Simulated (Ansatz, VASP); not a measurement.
BP, level by level in two programs

```
P B
1.0
     0.00000    2.31350    2.31350
     2.31350    0.00000    2.31350
     2.31350    2.31350    0.00000
P B
1 1
Direct
  0.75000 0.75000 0.75000
  0.00000 0.00000 0.00000
```

Single points on this cell with VASP 6.6.1 and Ansatz 0.2.0. Each row is one pair of runs. Alike in all rows: spin: off; smearing: fermi-dirac, width 0.05 eV; VASP's potentials, cutoff: VASP PAW PBE potentials, release 64 (P, B), 520 eV.

```tsv
level	k mesh	Ansatz's potentials, cutoff	gap on the k mesh at the Fermi level (eV), VASP	gap on the k mesh at the Fermi level (eV), Ansatz	least direct gap on the mesh (eV), VASP	least direct gap on the mesh (eV), Ansatz	pressure (GPa), VASP	pressure (GPa), Ansatz
PBEsol-based global hybrid	5 × 5 × 5	Ansatz PAW, 420 eV	2.71	2.68	4.97	4.93	-12.4	-12.1
r2SCAN+rVV10	10 × 10 × 10	Ansatz PAW, 500 eV	1.49	1.46	3.55	3.51	-10.0	-9.6
BLYP	10 × 10 × 10	Ansatz PAW, 420 eV	1.60	1.58	3.49	3.46	-3.0	-2.9
BHLYP	5 × 5 × 5	Ansatz PAW, 420 eV	4.71	?	7.01	?	-9.9	?
r2SCAN	10 × 10 × 10	Ansatz PAW, 500 eV	1.52	1.49	3.56	3.52	-9.4	-9.0
RPBE	10 × 10 × 10	Ansatz PAW, 420 eV	1.34	1.35	3.32	3.33	-5.3	-4.9
revPBE+D3(BJ)	10 × 10 × 10	Ansatz PAW, 420 eV	1.33	1.34	3.32	3.33	-14.0	-13.7
BLYP+D4	10 × 10 × 10	Ansatz PAW, 420 eV	1.60	1.58	3.49	3.46	-11.8	-11.7
```

Q: Fill in what Ansatz gave in row 4.

A: gap on the k mesh at the Fermi level (eV): 4.62; least direct gap on the mesh (eV): 6.91; pressure (GPa): -9.0.

The k mesh is coarse in some rows, so the values compare programs but aren't converged. Noted on Ansatz's runs: odd divisions of the mesh miss points on the zone boundary, where band edges often lie, so the gap on the mesh can be too wide.
